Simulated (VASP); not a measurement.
# MgS (I4/mmm) in VASP: further runs, part 2 of 2

VASP 6.6.1.

### 3 Single point, PBE (strain +0.050 along x and y, -0.050 along z)

Input file INCAR:

```
SYSTEM = MgS
ALGO = Normal
EDIFF = 1E-6
ENCUT = 520
GGA = PE
ISIF = 2
ISMEAR = 0
LASPH = .True.
LCHARG = .True.
LELF = .True.
LREAL = .False.
LVHAR = .True.
LWAVE = .False.
NBANDS = 11
NELM = 60
PREC = Accurate
SIGMA = 0.05
```

Input file KPOINTS:

```
k-points
0
Gamma
  8 8 8
  0 0 0
```

Input file POSCAR:

```
MgS
1.0
    0.0000000000      2.7317325000      2.4715675000
    2.7317325000      0.0000000000      2.4715675000
    2.7317325000      2.7317325000      0.0000000000
Mg S
1 1
Direct
    0.0000000000      0.0000000000      0.0000000000
    0.5000000000      0.5000000000      0.5000000000
```

Potentials or basis: VASP PAW PBE potentials, release 64 (Mg, S).

Run with:

```console
$ cat potpaw_PBE.64/Mg/POTCAR potpaw_PBE.64/S/POTCAR > POTCAR
$ mpirun -np 1 vasp_std > vasp.out
```

Wall time 11 s (1 thread of Intel Xeon 6975P-C (Granite Rapids), shared host); peak memory 0.17 GiB.

It converged, with:

```
Free energy            : -8.4233 eV
Pressure               : -0.9 GPa
Band gap on the k mesh : 2.35 eV, indirect (least direct gap 3.22 eV)
```

Stress tensor (GPa, compression positive):
```
-4.20  0.00  0.00
 0.00 -4.20  0.00
 0.00  0.00  5.61
```

Levels at points of the mesh, in eV from the valence-band top:
| k point | band 2 | band 3 | band 4 | band 5 | band 6 | band 7 |
| --- | --- | --- | --- | --- | --- | --- |
| (0.00, 0.00, 0.00) | -0.49 | 0.00 | 0.00 | 3.22 | 7.56 | 7.56 |
| (0.50, 0.00, 0.00) | -4.75 | -0.82 | -0.61 | 4.24 | 6.22 | 7.45 |
| (0.50, 0.50, 0.00) | -4.03 | -2.00 | -2.00 | 2.35 | 4.16 | 12.07 |
| (0.50, 0.00, 0.50) | -4.14 | -2.00 | -1.17 | 2.76 | 4.56 | 11.02 |

Caveat: the cell differs from its parent crystal (strain +0.050 along x and y, -0.050 along z). A k mesh can miss the band edges.

### 4 Single point, PBE (strain +0.050 along x and y, +0.000 along z)

Input file INCAR:

```
PREC = Accurate ; ENCUT = 520
EDIFF = 1E-6 ; ISMEAR = 0
SIGMA = 0.05 ; LREAL = False
LASPH = True ; NELM = 60
ALGO = Normal ; ISIF = 2
LWAVE = False ; LCHARG = False
GGA = PE ; NBANDS = 11
```

Input file KPOINTS:

```
Automatic mesh
0
Gamma
  8 8 8
```

Input file POSCAR:

```
MgS
1.0
    0.0000000000      2.7317325000      2.6016500000
    2.7317325000      0.0000000000      2.6016500000
    2.7317325000      2.7317325000      0.0000000000
Mg S
1 1
Direct
    0.0000000000      0.0000000000      0.0000000000
    0.5000000000      0.5000000000      0.5000000000
```

Run with:

```console
$ cat potpaw_PBE.64/Mg/POTCAR potpaw_PBE.64/S/POTCAR > POTCAR
$ mpirun -np 1 vasp_std > vasp.out
```

It took 11 s on 1 thread of Intel Xeon 6975P-C (Granite Rapids), shared host; peak memory 0.17 GiB.

The run converged. Its results:

```yaml
Free_energy: -8.4339 eV
Pressure: -5.1 GPa
Band_gap_on_the_k_mesh: 2.38 eV, indirect (least direct gap 2.92 eV)
```

Stress tensor (GPa, compression positive):
```
-6.12  0.00  0.00
 0.00 -6.12  0.00
 0.00  0.00 -3.08
```

Levels at points of the mesh, in eV from the valence-band top:
| k point | band 2 | band 3 | band 4 | band 5 | band 6 | band 7 |
| --- | --- | --- | --- | --- | --- | --- |
| (0.00, 0.00, 0.00) | -0.23 | 0.00 | 0.00 | 2.92 | 7.78 | 7.78 |
| (0.50, 0.00, 0.00) | -4.42 | -0.61 | -0.51 | 4.31 | 6.47 | 6.99 |
| (0.50, 0.50, 0.00) | -3.76 | -1.67 | -1.67 | 2.38 | 4.48 | 11.34 |
| (0.50, 0.00, 0.50) | -3.79 | -1.69 | -1.29 | 2.57 | 4.66 | 10.82 |

Caveat: the cell differs from its parent crystal (strain +0.050 along x and y, +0.000 along z).

### 5 Single point, PBE (strain -0.050 along x and y, +0.025 along z)

Input file INCAR:

```
  PREC = Accurate
  ENCUT = 520
  EDIFF = 1E-7
  ISMEAR = 0
  SIGMA = 0.05
  LREAL = F
  LASPH = T
  NELM = 100
  ALGO = Normal
  ISIF = 2
  LWAVE = F
  LCHARG = F
  GGA = PE
  NBANDS = 11
```

Input file KPOINTS:

```
regular mesh
0
Gamma
  8 8 8
```

Input file POSCAR:

```
MgS
1.0
    0.0000000000      2.4715675000      2.6666912500
    2.4715675000      0.0000000000      2.6666912500
    2.4715675000      2.4715675000      0.0000000000
Mg S
1 1
Direct
    0.0000000000      0.0000000000      0.0000000000
    0.5000000000      0.5000000000      0.5000000000
```

Potentials or basis: VASP PAW PBE potentials, release 64 (Mg, S).

Run with:

```console
$ cat potpaw_PBE.64/Mg/POTCAR potpaw_PBE.64/S/POTCAR > POTCAR
$ mpirun -np 1 vasp_std > vasp.out
```

OUTCAR:

```text
PREC = Accurate
   ENCUT = 520
   EDIFF = 1E-7
   ISMEAR = 0
   LREAL = F
   LASPH = T
   NELM = 100
   ISIF = 2
   GGA = PE

 ion  position               nearest neighbor table
   1  0.000  0.000  0.000-   2 2.47   2 2.47   2 2.47   2 2.47   2 2.67   2 2.67
   2  0.500  0.500  0.500-   1 2.47   1 2.47   1 2.47   1 2.47   1 2.67   1 2.67

  LATTYP: Found a body centered tetragonal cell.
 ALAT       =     3.4953242788
 C/A-ratio  =     1.5258620015

  Lattice vectors:

 A1 = (  -2.4715675000,   0.0000000000,   2.6666912500)
 A2 = (   2.4715675000,   0.0000000000,   2.6666912500)
 A3 = (   0.0000000000,   2.4715675000,  -2.6666912500)

Analysis of symmetry for initial positions (statically):
=====================================================================
 Subroutine PRICEL returns:
 Original cell was already a primitive cell.

 Routine SETGRP: Setting up the symmetry group for a
 body centered tetragonal supercell.

 Subroutine GETGRP returns: Found 16 space group operations
 (whereof 16 operations were pure point group operations)
 out of a pool of 16 trial point group operations.

[... 172 lines left out ...]
      2       4.3451      2.00000
      3       4.3451      2.00000
      4       4.6078      2.00000
      5       8.7806      0.00000
      6      11.8167      0.00000
      7      12.6526      0.00000
      8      12.6526      0.00000
      9      14.3140      0.00000
     10      15.4182      0.00000
     11      16.9202      0.00000
[... 309 lines left out ...]
 k-point    24 :       0.3750    0.0000    0.1250
  band No.  band energies     occupation
      1      -7.5276      2.00000
      2       0.3178      2.00000
      3       3.4522      2.00000
      4       3.4991      2.00000
      5       9.7513      0.00000
      6      11.4886      0.00000
      7      12.4777      0.00000
      8      12.9839      0.00000
      9      16.3608      0.00000
     10      17.6801      0.00000
     11      18.0639      0.00000

 [... further k-points ...]

------------------------ aborting loop because EDIFF is reached ----------------------------------------

  FORCE on cell =-STRESS in cart. coord.  units (eV):
  Direction    XX          YY          ZZ          XY          YZ          ZX
  --------------------------------------------------------------------------------------
  -------------------------------------------------------------------------------------
  Total        2.6041998      2.6041998      0.3570794      0.0000000      0.0000000      0.0000000
  in kB      128.0669891    128.0669891     17.5601307      0.0000000      0.0000000      0.0000000
  external PRESSURE =      91.2313697 kB  Pullay stress =       0.0000000 kB

 VOLUME and BASIS-vectors are now :
 -----------------------------------------------------------------------------
  energy-cutoff  :      520.00
  volume of cell :       32.58
      direct lattice vectors                 reciprocal lattice vectors
     0.000000000  2.471567500  2.666691250    -0.202300767  0.202300767  0.187498272
     2.471567500  0.000000000  2.666691250     0.202300767 -0.202300767  0.187498272
     2.471567500  2.471567500  0.000000000     0.202300767  0.202300767 -0.187498272

 POSITION                                       TOTAL-FORCE (eV/Angst)
 -----------------------------------------------------------------------------------
      0.00000      0.00000      0.00000        -0.000000     -0.000000      0.000000
      2.47157      2.47157      2.66669         0.000000      0.000000     -0.000000
 -----------------------------------------------------------------------------------
    total drift:                                0.000000      0.000000      0.000000

  FREE ENERGIE OF THE ION-ELECTRON SYSTEM (eV)
  ---------------------------------------------------
  free  energy   TOTEN  =        -8.3737084756 eV

  energy  without entropy=       -8.3737084756  energy(sigma->0) =       -8.37370848
```

Wall time 21 s (1 thread of Intel Xeon 6975P-C, shared host); peak memory 0.17 GiB.

What came out:

```
Free energy            : -8.3737 eV
Pressure               : 9.1 GPa
Band gap on the k mesh : 2.67 eV, indirect (least direct gap 4.17 eV)
```

Stress tensor (GPa, compression positive):
```
12.81  0.00  0.00
 0.00 12.81  0.00
 0.00  0.00  1.76
```

Levels at points of the mesh, in eV from the valence-band top:
```tsv
k point	band 1	band 2	band 3	band 4	band 5	band 6	band 7	band 8
(0.00, 0.00, 0.00)	-13.31	-0.26	-0.26	0.00	4.17	7.21	8.04	8.04
(0.50, 0.00, 0.00)	-11.79	-5.43	-1.00	-0.72	4.39	6.58	7.28	10.83
(0.50, 0.50, 0.00)	-11.60	-4.84	-1.77	-1.77	3.16	4.16	12.09	12.79
(0.50, 0.00, 0.50)	-11.25	-4.74	-2.48	-1.81	2.67	3.92	12.79	12.82
```

Caveat: the cell differs from its parent crystal (strain -0.050 along x and y, +0.025 along z). A k mesh can miss the band edges.

### 6 The runs side by side

| cell | gap on the mesh (eV) | pressure (GPa) |
| --- | --- | --- |
| a = 3.680, b = 3.680, c = 3.771 Å, angles 59.2, 59.2, 61.6°, 2 atoms | 2.52 | -0.5 |
| a = 3.684, b = 3.684, c = 3.863 Å, angles 58.4, 58.4, 63.2°, 2 atoms | 2.35 | -0.9 |
| a = 3.772, b = 3.772, c = 3.863 Å, angles 59.2, 59.2, 61.6°, 2 atoms | 2.38 | -5.1 |
| a = 3.636, b = 3.636, c = 3.495 Å, angles 61.3, 61.3, 57.5°, 2 atoms | 2.67 | 9.1 |

Alike in all rows: task single point; level PBE; potentials or basis VASP PAW PBE potentials, release 64 (Mg, S); no spin polarisation; k mesh 8 × 8 × 8; cutoff (eV) 520; smearing gaussian 0.05 eV.

Total energies depend on the potentials used, so only differences within one code and one set of settings carry meaning.
